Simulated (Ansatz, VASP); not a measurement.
Co: VASP beside Ansatz

File POSCAR:

```
Co
1.0
    0.0000000000      3.0724175604      3.0724175604
    3.0724175604      0.0000000000      3.0724175604
    3.0724175604      3.0724175604      0.0000000000
Co
2
Direct
    0.0000000000      0.0000000000      0.0000000000
    0.2500000000      0.2500000000      0.2500000000
```

INCAR.step1

```
SYSTEM = Co
ALGO     = Normal         ! electronic algorithm
EDIFF    = 1E-4           ! SCF threshold, eV
ENCUT    = 520            ! plane-wave cutoff, eV
GGA      = PE             ! functional
ISMEAR   = 0              ! smearing method
ISPIN    = 2              ! spin polarisation
LASPH    = .TRUE.         ! aspherical terms in the spheres
LCHARG   = .FALSE.        ! write CHGCAR
LMAXMIX  = 4              ! l up to which the mixer works
LREAL    = .FALSE.        ! projectors in reciprocal space
LWAVE    = .TRUE.         ! write WAVECAR
MAGMOM   = 3 3            ! initial moments
NBANDS   = 20             ! bands
NELM     = 150            ! most SCF steps
PREC     = Accurate       ! precision mode
SIGMA    = 0.1            ! smearing width, eV
```

Contents of INCAR.step2:

```
SYSTEM = Co
ALGO     = Normal         ! electronic algorithm
EDIFF    = 1E-7           ! SCF threshold, eV
ENCUT    = 520            ! plane-wave cutoff, eV
ISIF     = 2              ! what is computed and relaxed
ISMEAR   = 0              ! smearing method
ISPIN    = 2              ! spin polarisation
ISTART   = 1            
LASPH    = .TRUE.         ! aspherical terms in the spheres
LCHARG   = .FALSE.        ! write CHGCAR
LMAXMIX  = 4              ! l up to which the mixer works
LMIXTAU  = .TRUE.       
LORBIT   = 11             ! projections on sites
LREAL    = .FALSE.        ! projectors in reciprocal space
LWAVE    = .FALSE.        ! write WAVECAR
MAGMOM   = 3 3            ! initial moments
METAGGA  = R2SCAN         ! meta-GGA
NBANDS   = 20             ! bands
NELM     = 150            ! most SCF steps
PREC     = Accurate       ! precision mode
SIGMA    = 0.1            ! smearing width, eV
```

Contents of KPOINTS:

```
k-points
0
G
  6 6 6
  0 0 0
```

Input for Ansatz:

```yaml
crystal:
  lattice:
    - [0.0, 3.0724175604, 3.0724175604]
    - [3.0724175604, 0.0, 3.0724175604]
    - [3.0724175604, 3.0724175604, 0.0]
  atoms:
    - { symbol: Co, position: [0.0, 0.0, 0.0], spin: 3.0 }
    - { symbol: Co, position: [0.25, 0.25, 0.25], spin: 3.0 }
basis:
  ecutwfc: 500
kpoints:
  mp_grid: { grid: [6, 6, 6] }
hamiltonian:
  xc: r2scan
scf:
  occupations: { method: gaussian, width: 0.1 }
  lower_state_search: "off"
output:
  forces: true
  stress: true
  eigenvalues: true
  populations: true
magnetization:
  spin_polarized: true
```

Alike in both runs: task single point; functional r2SCAN; k mesh 6 × 6 × 6; occupations gaussian, width 0.1 eV; collinear spin.

|  | VASP | Ansatz |
| --- | --- | --- |
| version | VASP 6.6.1 | Ansatz 0.2.0 |
| potentials or method | VASP PAW PBE potentials, release 64 (Co), cutoff 520 eV | scalar-relativistic, plane waves, PAW |
| valence electrons in the cell | 18 | 34 |

Ansatz gave:

| Item | Value |
| --- | --- |
| gap on the k mesh at the Fermi level (eV) | none |
| pressure (GPa) | -16.0 |
| net moment per atom (μB) | 2.08 |
| size of the moment on the site where the two differ most (μB) | 2.26 |

**Question.** Which values does VASP return?

**Answer.** gap on the k mesh at the Fermi level (eV): none; pressure (GPa): -16.0; net moment per atom (μB): 2.03; size of the moment on the site where the two differ most (μB): 2.18.

VASP's potentials were made for PBE, not for r2SCAN. Site moments also hang on the region over which each program counts them. A gap of «none» marks a metal or a gap that the smearing closes. VASP's potentials hold 18 valence electrons a cell and Ansatz's 34, so a difference there can come from the potentials and not from the codes. Ansatz's warnings: stability check not made.
